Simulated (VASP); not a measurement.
A run of VASP 6.6.1 is set up as follows.

File POSCAR:

```
MgO
1.0
    1.4864360698      0.8581942650      2.4292200140
   -1.4864360698      0.8581942650      2.4292200140
    0.0000000000     -1.7163885301      2.4292200140
Mg O
1 1
Direct
    0.0000000000      0.0000000000      0.0000000000
    0.5000000000      0.5000000000      0.5000000000
```

The input INCAR.step1:

```
ALGO = Normal ; EDIFF = 1E-4
ENCUT = 520 ; GGA = PE
ISMEAR = 0 ; ISPIN = 2
LASPH = True ; LCHARG = False
LREAL = False ; LWAVE = True
MAGMOM = 0 0.61 ; NBANDS = 15
NELM = 150 ; PREC = Accurate
SIGMA = 0.1
```

File INCAR.step2:

```
ALGO = Normal ; EDIFF = 1E-6
ENCUT = 520 ; ISIF = 2
ISMEAR = 0 ; ISPIN = 2
ISTART = 1 ; LASPH = True
LCHARG = True ; LELF = True
LMIXTAU = True ; LORBIT = 11
LREAL = False ; LVHAR = True
LWAVE = False ; MAGMOM = 0 0.61
METAGGA = R2SCAN ; NBANDS = 15
NELM = 150 ; PREC = Accurate
SIGMA = 0.1
```

Contents of KPOINTS:

```
k-points
0
Gamma
  12 12 12
```

Potentials or basis: VASP PAW PBE potentials, release 64 (Mg, O).

Command:

```sh
$ cat potpaw_PBE.64/Mg/POTCAR potpaw_PBE.64/O/POTCAR > POTCAR
$ cp INCAR.step1 INCAR
$ mpirun -np 1 vasp_std > vasp.out
$ cp INCAR.step2 INCAR
$ mpirun -np 1 vasp_std > vasp.out
```

Problem. Estimate the pressure.

Solution. -1.3 GPa.

Problem. Predict the band gap on the k mesh.

Solution. 5.65 eV.

Problem. Estimate the net moment.

Solution. 0.00 μB per cell.

Stress tensor (GPa, compression positive):
```
-1.18  0.00  0.00
 0.00 -1.18  0.00
 0.00  0.00 -1.42
```

Caveat: the PAW data sets were made with another functional, which shifts forces and pressure a little. A k mesh can miss the band edges.
